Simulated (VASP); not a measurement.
# Ta (Im-3m) in VASP: notebook, part 2 of 2

VASP 6.6.1.

## Step 3: Single point, PBE

Contents of INCAR:

```
PREC     = Accurate       # precision mode
ENCUT    = 520            # plane-wave cutoff, eV
EDIFF    = 1E-7           # SCF threshold, eV
ISMEAR   = -1             # smearing method
SIGMA    = 0.1            # smearing width, eV
LREAL    = F              # projectors in reciprocal space
LASPH    = T              # aspherical terms in the spheres
NELM     = 80             # most SCF steps
ALGO     = Normal         # electronic algorithm
ISIF     = 2              # what is computed and relaxed
LWAVE    = F              # write WAVECAR
LCHARG   = F              # write CHGCAR
GGA      = PE             # functional
NBANDS   = 12             # bands
```

Contents of KPOINTS:

```
Automatic mesh
0
Gamma
  17 17 17
```

Contents of POSCAR:

```
Ta
1.0
   -1.6146884903      1.6146884903      1.6146884903
    1.6146884903     -1.6146884903      1.6146884903
    1.6146884903      1.6146884903     -1.6146884903
Ta
1
Direct
    0.0000000000      0.0000000000      0.0000000000
```

Potentials or basis: VASP PAW PBE potentials, release 64 (Ta_pv).

Launch:

```bash
$ cat potpaw_PBE.64/Ta_pv/POTCAR > POTCAR
$ mpirun -np 1 vasp_std > vasp.out
```

OUTCAR:

```text
PREC = Accurate
   ENCUT = 520
   EDIFF = 1E-7
   ISMEAR = -1
   LREAL = F
   LASPH = T
   NELM = 80
   ISIF = 2
   GGA = PE

 ion  position               nearest neighbor table
   1  0.000  0.000  0.000-

  LATTYP: Found a body centered cubic cell.
 ALAT       =     3.2293769806

  Lattice vectors:

 A1 = (  -1.6146884903,   1.6146884903,   1.6146884903)
 A2 = (   1.6146884903,  -1.6146884903,   1.6146884903)
 A3 = (   1.6146884903,   1.6146884903,  -1.6146884903)

Analysis of symmetry for initial positions (statically):
=====================================================================
 Subroutine PRICEL returns:
 Original cell was already a primitive cell.

 Routine SETGRP: Setting up the symmetry group for a
 body centered cubic supercell.

 Subroutine GETGRP returns: Found 48 space group operations
 (whereof 48 operations were pure point group operations)
 out of a pool of 48 trial point group operations.

The static configuration has the point symmetry O_h .

Analysis of symmetry for dynamics (positions and initial velocities):
=====================================================================
 Subroutine PRICEL returns:
 Original cell was already a primitive cell.

 Routine SETGRP: Setting up the symmetry group for a
 body centered cubic supercell.

 Subroutine GETGRP returns: Found 48 space group operations
 (whereof 48 operations were pure point group operations)
 out of a pool of 48 trial point group operations.

The dynamic configuration has the point symmetry O_h .

 Subroutine INISYM returns: Found 48 space group operations
 (whereof 48 operations are pure point group operations),
 and found     1 'primitive' translations

----------------------------------------------------------------------------------------

                                     Primitive cell

  volume of cell :      16.8394

  direct lattice vectors                    reciprocal lattice vectors
    -1.614688490  1.614688490  1.614688490     0.000000000  0.309657252  0.309657252
     1.614688490 -1.614688490  1.614688490     0.309657252  0.000000000  0.309657252
     1.614688490  1.614688490 -1.614688490     0.309657252  0.309657252  0.000000000

  length of vectors
     2.796722504  2.796722504  2.796722504     0.437921485  0.437921485  0.437921485

  position of ions in fractional coordinates (direct lattice)
     0.000000000  0.000000000  0.000000000

  ion indices of the primitive-cell ions
   primitive index   ion index
                 1           1

----------------------------------------------------------------------------------------

 KPOINTS: Automatic mesh

Automatic generation of k-mesh.
 Grid dimensions read from file:
 generate k-points for:   17   17   17

 Generating k-lattice:

  Cartesian coordinates                     Fractional coordinates (reciprocal lattice)
     0.000000000  0.018215132  0.018215132     0.058823529  0.000000000  0.000000000
     0.018215132  0.000000000  0.018215132     0.000000000  0.058823529  0.000000000
     0.018215132  0.018215132  0.000000000     0.000000000  0.000000000  0.058823529

  Length of vectors
     0.025760087  0.025760087  0.025760087

  Shift w.r.t. Gamma in fractional coordinates (k-lattice)
     0.000000000  0.000000000  0.000000000

 Subroutine IBZKPT returns following result:
 ===========================================

 Found    165 irreducible k-points:

 Following reciprocal coordinates:
            Coordinates               Weight
  0.000000  0.000000  0.000000      1.000000
  0.058824  0.000000  0.000000     12.000000
  0.117647  0.000000  0.000000     12.000000
  0.176471  0.000000  0.000000     12.000000
  0.235294  0.000000  0.000000     12.000000
  0.294118  0.000000  0.000000     12.000000
[... 16 lines left out ...]
  0.411765  0.117647 -0.000000     48.000000
  0.176471  0.176471  0.000000     24.000000
 [... further k-points ...]
   k-points           NKPTS =    165   k-points in BZ     NKDIM =    165   number of bands    NBANDS=     12
   number of dos      NEDOS =    301   number of ions     NIONS =      1
   total plane-waves  NPLWV =  13824
   dimension x,y,z NGX =    24 NGY =   24 NGZ =   24
   dimension x,y,z NGXF=    48 NGYF=   48 NGZF=   48
   ions per type =               1
   NGX,Y,Z   is equivalent  to a cutoff of  14.27, 14.27, 14.27 a.u.
   NGXF,Y,Z  is equivalent  to a cutoff of  28.53, 28.53, 28.53 a.u.
 SYSTEM =  unknown system
   PREC   = accura    normal or accurate (medium, high low for compatibility)
   ISTART =      0    job   : 0-new  1-cont  2-samecut
   ICHARG =      2    charge: 1-file 2-atom 10-const
   ISPIN  =      1    spin polarized calculation?
   LNONCOLLINEAR =      F non collinear calculations
   LSORBIT =      F    spin-orbit coupling
   LASPH  =      T    aspherical Exc in radial PAW
   ENCUT  =  520.0 eV  38.22 Ry    6.18 a.u.   5.20  5.20  5.20*2*pi/ulx,y,z
   NELM   =     80;   NELMIN=  2; NELMDL= -5     # of ELM steps
   EDIFF  = 0.1E-06   stopping-criterion for ELM
   LREAL  =      F    real-space projection
   EDIFFG = 0.1E-05   stopping-criterion for IOM
   NSW    =      0    number of steps for IOM
   IBRION =     -1    ionic relax: 0-MD 1-quasi-New 2-CG
   NFREE  =      0    steps in history (QN), initial steepest desc. (CG)
   ISIF   =      2    stress and relaxation
   ISYM   =      2    0-nonsym 1-usesym 2-fastsym
   POTIM  = 0.5000    time-step for ionic-motion
   TEBEG  =    0.0;   TEEND  =   0.0 temperature during run
   PSTRESS=    0.0 pullay stress
   NELECT =      11.0000    total number of electrons
   NUPDOWN=      -1.0000    fix difference up-down
   EMIN   =  10.00;   EMAX   =-10.00  energy-range for DOS
   EFERMI =   0.00;   METHOD = LEGACY
   ISMEAR =    -1;   SIGMA  =   0.10  broadening in eV -4-tet -1-fermi 0-gaus
   EFERMI_NEDOS =   21; number of points for ismear=-14 and -15
   IALGO  =     38    algorithm
   IMIX   =      4    mixing-type and parameters
     AMIX     =   0.40;   BMIX     =  1.00
     AMIX_MAG =   1.60;   BMIX_MAG =  1.00
  volume/ion in A,a.u.               =      16.84       113.64
  Fermi-wavevector in a.u.,A,eV,Ry     =   1.420464  2.684288 27.452730  2.017719
  Thomas-Fermi vector in A             =   2.541377
   LORBIT       =      0    0 simple, 1 ext, 2 COOP (PROOUT), +10 PAW based schemes
   GGA     = PE    functional components
   LHFCALC =     F    Hartree Fock is set to
   AEXX    =    0.0000 exact exchange contribution
   IVDW    =     0    specifies the selected vdW correction
   LEPSILON=     F    determine dielectric tensor
   LRPA    =     F    only Hartree local field effects (RPA)
 non-spin polarized calculation
  energy-cutoff  :      520.00
  volume of cell :       16.84
 maximum number of plane-waves:       468
 NGX is ok and might be reduce to    24
   NGX = 11   NGY = 11   NGZ = 11

 number of electron      10.9999998 magnetization

 Free energy of the ion-electron system (eV)
  ---------------------------------------------------
  ext. energy  EPLUGINS =         0.00000000
  ---------------------------------------------------
  free energy    TOTEN  =       -11.75213782 eV

  energy without entropy =      -11.71170607  energy(sigma->0) =      -11.73192194

 E-fermi :   6.0447     XC(G=0): -12.9661

 val. band max:        6.0119983837   @ k =   0.1765   0.0588   0.0000
 cond. band min:       6.0480408153   @ k =  -0.2941   0.4118   0.1176
 fundamental gap:      0.0360424317
 Fermi energy:         6.0447113964

 k-point     1 :       0.0000    0.0000    0.0000
  band No.  band energies     occupation
      1     -26.7526      2.00000
      2     -26.7526      2.00000
      3     -26.7526      2.00000
      4      -2.1236      2.00000
      5       6.7762      0.00133
      6       6.7762      0.00133
      7       6.7762      0.00133
      8      10.2934      0.00000
      9      10.2934      0.00000
     10      20.9767      0.00000
     11      21.3753      0.00000
     12      21.3753      0.00000

 k-point     2 :       0.0588    0.0000    0.0000
  band No.  band energies     occupation
      1     -26.8072      2.00000
      2     -26.7690      2.00000
      3     -26.7530      2.00000
      4      -1.9545      2.00000
      5       6.6643      0.00407
      6       6.7445      0.00183
      7       6.9421      0.00025
      8      10.1056      0.00000
      9      10.2923      0.00000
     10      20.9766      0.00000
     11      21.5326      0.00000
     12      21.6686      0.00000
[... 316 lines left out ...]
 k-point    24 :       0.1765    0.1765    0.0000
  band No.  band energies     occupation
      1     -27.7001      2.00000
      2     -27.0659      2.00000
      3     -26.8512      2.00000
      4       1.3218      2.00000
      5       5.0519      1.99990
      6       5.3663      1.99774
      7       9.2452      0.00000
      8      11.0924      0.00000
      9      11.2724      0.00000
     10      20.9575      0.00000
     11      21.4684      0.00000
     12      23.5794      0.00000

 [... further k-points ...]
[... 5 lines left out ...]
  --------------------------------------------------------------------------------------
  -------------------------------------------------------------------------------------
  Total        2.0259682      2.0259682      2.0259682     -0.0000000     -0.0000000     -0.0000000
  in kB      192.7600185    192.7600185    192.7600185     -0.0000000     -0.0000000     -0.0000000
  external PRESSURE =     192.7600185 kB  Pullay stress =       0.0000000 kB

 VOLUME and BASIS-vectors are now :
 -----------------------------------------------------------------------------
  energy-cutoff  :      520.00
  volume of cell :       16.84
      direct lattice vectors                 reciprocal lattice vectors
    -1.614688490  1.614688490  1.614688490     0.000000000  0.309657252  0.309657252
     1.614688490 -1.614688490  1.614688490     0.309657252  0.000000000  0.309657252
     1.614688490  1.614688490 -1.614688490     0.309657252  0.309657252  0.000000000

 POSITION                                       TOTAL-FORCE (eV/Angst)
 -----------------------------------------------------------------------------------
      0.00000      0.00000      0.00000        -0.000000     -0.000000     -0.000000
 -----------------------------------------------------------------------------------
    total drift:                                0.000000      0.000000     -0.000000

  FREE ENERGIE OF THE ION-ELECTRON SYSTEM (eV)
  ---------------------------------------------------
  free  energy   TOTEN  =       -11.7521378190 eV

  energy  without entropy=      -11.7117060690  energy(sigma->0) =      -11.73192194
```

It took 9.8 s on 1 thread of Intel Xeon 6975P-C (Granite Rapids), shared host; peak memory 0.16 GiB.

Results:

* Free energy: -11.7521 eV
* Pressure: 19.3 GPa

Caveat: spin-orbit coupling is left out, which moves the levels of the heavy elements.

## Step 4: Relaxation of cell and atoms, PBE, target pressure 19 GPa, at which the enthalpy is minimised

Contents of INCAR:

```
SYSTEM = Ta
  PREC = Accurate
  ENCUT = 600
  EDIFF = 1E-7
  ISMEAR = -1
  SIGMA = 0.1
  LREAL = .False.
  LASPH = .True.
  NELM = 60
  ALGO = Normal
  ISIF = 3
  LWAVE = .False.
  LCHARG = .False.
  GGA = PE
  IBRION = 2
  NSW = 32
  EDIFFG = -0.005
  PSTRESS = 190.0
```

Contents of KPOINTS:

```
regular mesh
0
Gamma
  17 17 17
  0 0 0
```

POSCAR is that of step 3.

Launch:

```bash
$ cat potpaw_PBE.64/Ta_pv/POTCAR > POTCAR
$ mpirun -np 1 vasp_std > vasp.out
```

Run time: 2 min. Hardware: 1 thread of AMD EPYC 7R13, shared host; peak memory 0.14 GiB.

The run converged. Its results:

```yaml
Free_energy: -11.7547 eV
Relaxed_volume: 16.86 Å³/atom
Relaxed_cell: a = 2.798 Å, b = 2.798 Å, c = 2.798 Å, α = 109.47°, β = 109.47°, γ = 109.47°
Space_group_after_relaxing_to_0.05_Å: Im-3m (No. 229)
Energy_change_on_relaxing_the_enthalpy_is_what_falls: -2.2 meV/atom
Ionic_steps: 3
Pressure_after_relaxing: 19.0 GPa
```

The path:
| step | energy change (eV) | largest force (eV/Å) | pressure (GPa) | volume (Å³) |
| --- | --- | --- | --- | --- |
| 1 | 0.0000 | 0.0000 | 19.30 | 16.84 |
| 2 | -0.0090 | 0.0000 | 18.09 | 16.92 |
| 3 | -0.0022 | 0.0000 | 19.01 | 16.86 |

Final structure:
```
Ta
1.0
    -1.61527    1.61527    1.61527
     1.61527   -1.61527    1.61527
     1.61527    1.61527   -1.61527
Ta
1
Cartesian
  0.0000 0.0000 0.0000
```

Levels at points of the mesh, in eV from the Fermi level:
```csv
k point,band 2,band 3,band 4,band 5,band 6,band 7,band 8,band 9
"(0.00, 0.00, 0.00)",-32.80,-32.80,-8.16,0.73,0.73,0.73,4.24,4.24
```

Caveat: the cell is relaxed towards a set pressure, so the enthalpy falls and the energy may rise; spin-orbit coupling is left out, which moves the levels of the heavy elements.

## Step 5: Relaxation of cell and atoms, PBE, target pressure 19 GPa, at which the enthalpy is minimised

This run uses another cell than the first one, of 17.32 Å³/atom, 1.029 times its volume.

Contents of INCAR:

```
SYSTEM = Ta
PREC     = Accurate       ! precision mode
ENCUT    = 600            ! plane-wave cutoff, eV
EDIFF    = 1E-6           ! SCF threshold, eV
ISMEAR   = -1             ! smearing method
SIGMA    = 0.1            ! smearing width, eV
LREAL    = .FALSE.        ! projectors in reciprocal space
LASPH    = .TRUE.         ! aspherical terms in the spheres
NELM     = 80             ! most SCF steps
ALGO     = Normal         ! electronic algorithm
ISIF     = 3              ! what is computed and relaxed
LWAVE    = .FALSE.        ! write WAVECAR
LCHARG   = .FALSE.        ! write CHGCAR
GGA      = PE             ! functional
IBRION   = 2              ! ionic algorithm
NSW      = 60             ! ionic steps
EDIFFG   = -0.005         ! ionic threshold
PSTRESS  = 190.0
```

Contents of KPOINTS:

```
Automatic mesh
0
G
  17 17 17
  0 0 0
```

Contents of POSCAR:

```
Ta
1.0
   -1.6299765141      1.6299765141      1.6299765141
    1.6299765141     -1.6299765141      1.6299765141
    1.6299765141      1.6299765141     -1.6299765141
Ta
1
Direct
    0.0000000000      0.0000000000      0.0000000000
```

Potentials or basis: VASP PAW PBE potentials, release 64 (Ta_pv).

Launch:

```bash
$ cat potpaw_PBE.64/Ta_pv/POTCAR > POTCAR
$ mpirun -np 1 vasp_std > vasp.out
```

OUTCAR:

```text
SYSTEM = Ta
   PREC = Accurate
   ENCUT = 600
   EDIFF = 1E-6
   ISMEAR = -1
   LREAL = .FALSE.
   LASPH = .TRUE.
   NELM = 80
   ISIF = 3
   GGA = PE
   IBRION = 2
   NSW = 60
   EDIFFG = -0.005
   PSTRESS = 190.0

 ion  position               nearest neighbor table
   1  0.000  0.000  0.000-

  LATTYP: Found a body centered cubic cell.
 ALAT       =     3.2599530282

  Lattice vectors:

 A1 = (  -1.6299765141,   1.6299765141,   1.6299765141)
 A2 = (   1.6299765141,  -1.6299765141,   1.6299765141)
 A3 = (   1.6299765141,   1.6299765141,  -1.6299765141)

Analysis of symmetry for initial positions (statically):
=====================================================================
 Subroutine PRICEL returns:
 Original cell was already a primitive cell.

 Routine SETGRP: Setting up the symmetry group for a
 body centered cubic supercell.

 Subroutine GETGRP returns: Found 48 space group operations
 (whereof 48 operations were pure point group operations)
 out of a pool of 48 trial point group operations.

The static configuration has the point symmetry O_h .

Analysis of symmetry for dynamics (positions and initial velocities):
[... 163 lines left out ...]
  --------------------------------------------------------------------------------------
  -------------------------------------------------------------------------------------
  Total        1.3093486      1.3093486      1.3093486     -0.0000000      0.0000000     -0.0000000
  in kB      121.1049365    121.1049365    121.1049365     -0.0000000      0.0000000     -0.0000000
  external PRESSURE =     -68.8950635 kB  Pullay stress =     190.0000000 kB
[... 98 lines left out ...]
--------------------------------------- Ionic step        4  -------------------------------------------

 number of electron      10.9999998 magnetization

 Free energy of the ion-electron system (eV)
  ---------------------------------------------------
  ext. energy  EPLUGINS =         0.00000000
  ---------------------------------------------------
  free energy    TOTEN  =       -11.75502631 eV

  energy without entropy =      -11.71456670  energy(sigma->0) =      -11.73479651

 E-fermi :   6.0345     XC(G=0): -12.9596

 val. band max:        6.0028677705   @ k =   0.1765   0.0588  -0.0000
 cond. band min:       6.0380740369   @ k =  -0.2941   0.4118   0.1176
 fundamental gap:      0.0352062663
 Fermi energy:         6.0345495792

 k-point     1 :       0.0000    0.0000    0.0000
  band No.  band energies     occupation
      1     -26.7673      2.00000
      2     -26.7673      2.00000
      3     -26.7673      2.00000
      4      -2.1294      2.00000
      5       6.7661      0.00133
      6       6.7661      0.00133
      7       6.7661      0.00133
      8      10.2788      0.00000
      9      10.2788      0.00000
[... 265 lines left out ...]
 k-point    24 :       0.1765    0.1765    0.0000
  band No.  band energies     occupation
      1     -27.7111      2.00000
      2     -27.0794      2.00000
      3     -26.8655      2.00000
      4       1.3126      2.00000
      5       5.0440      1.99990
      6       5.3577      1.99770
      7       9.2322      0.00000
      8      11.0758      0.00000
      9      11.2552      0.00000

 [... further k-points ...]
[... 5 lines left out ...]
  --------------------------------------------------------------------------------------
  -------------------------------------------------------------------------------------
  Total        1.9957602      1.9957602      1.9957602      0.0000000     -0.0000000      0.0000000
  in kB      189.6567529    189.6567529    189.6567529      0.0000000     -0.0000000      0.0000000
  external PRESSURE =      -0.3432471 kB  Pullay stress =     190.0000000 kB
[... 20 lines left out ...]
  energy  without entropy=      -11.7145666963  energy(sigma->0) =      -11.73479651

  enthalpy is  TOTEN    =        -9.7556540975 eV   P V=        1.9993722167

 reached required accuracy - stopping structural energy minimisation
```

CONTCAR:

```text
Ta
   1.00000000000000
    -1.6153385129550342    1.6153385129550342    1.6153385129550342
     1.6153385129550342   -1.6153385129550342    1.6153385129550342
     1.6153385129550342    1.6153385129550342   -1.6153385129550342
  Ta
     1
Direct
     1.0000000000000000    1.0000000000000000    1.0000000000000000

  0.00000000E+00  0.00000000E+00  0.00000000E+00
```

Wall time 2.4 min (1 thread of AMD EPYC 7R13, shared host); peak memory 0.15 GiB.

Results:

```
Free energy                                            : -11.7550 eV
Relaxed volume                                         : 16.86 Å³/atom
Relaxed cell                                           : a = 2.798 Å, b = 2.798 Å, c = 2.798 Å, α = 109.47°, β = 109.47°, γ = 109.47°
Space group after relaxing (to 0.05 Å)                 : Im-3m (No. 229)
Energy change on relaxing (the enthalpy is what falls) : +44.6 meV/atom
Ionic steps                                            : 4
Pressure after relaxing                                : 19.0 GPa
```

Step by step:
| step | energy change (eV) | largest force (eV/Å) | pressure (GPa) | volume (Å³) |
| --- | --- | --- | --- | --- |
| 1 | 0.0000 | 0.0000 | 12.11 | 17.32 |
| 2 | 0.3027 | 0.0000 | 44.26 | 15.52 |
| 3 | 0.0429 | 0.0000 | 18.75 | 16.87 |
| 4 | 0.0446 | 0.0000 | 18.97 | 16.86 |

Final structure:
```
CELL_PARAMETERS angstrom
-1.61534 1.61534 1.61534
1.61534 -1.61534 1.61534
1.61534 1.61534 -1.61534
ATOMIC_POSITIONS crystal
Ta 0.00000 0.00000 0.00000
```

Levels at points of the mesh, in eV from the Fermi level:
```tsv
k point	band 3	band 4	band 5	band 6	band 7	band 8
(0.00, 0.00, 0.00)	-32.80	-8.16	0.73	0.73	0.73	4.24
```

Caveat: the cell is relaxed towards a set pressure, so the enthalpy falls and the energy may rise; spin-orbit coupling is left out, which moves the levels of the heavy elements.

## Step 6: Overview

| task | cell | cutoff (eV) | gap on the mesh (eV) | pressure (GPa) |
| --- | --- | --- | --- | --- |
| single point | a = 2.796 Å, angles 109.5°, 1 atom | 520 | none | 19.5 |
| single point | a = 2.797 Å, angles 109.5°, 1 atom | 520 | none | 19.3 |
| relaxation of cell and atoms | relaxed to 19 GPa from a = 2.797 Å, angles 109.5°, 1 atom | 600 | none | 19.0 |
| relaxation of cell and atoms | relaxed to 19 GPa from a = 2.823 Å, angles 109.5°, 1 atom | 600 | none | 19.0 |

Alike in all rows: level PBE; potentials or basis VASP PAW PBE potentials, release 64 (Ta_pv); no spin polarisation; k mesh 17 × 17 × 17; smearing fermi-dirac 0.1 eV.

Caveats: spin-orbit coupling is left out, which moves the levels of the heavy elements; the cell is relaxed towards a set pressure, so the enthalpy falls and the energy may rise (some runs).

Total energies depend on the potentials used, so only differences within one code and one set of settings carry meaning.
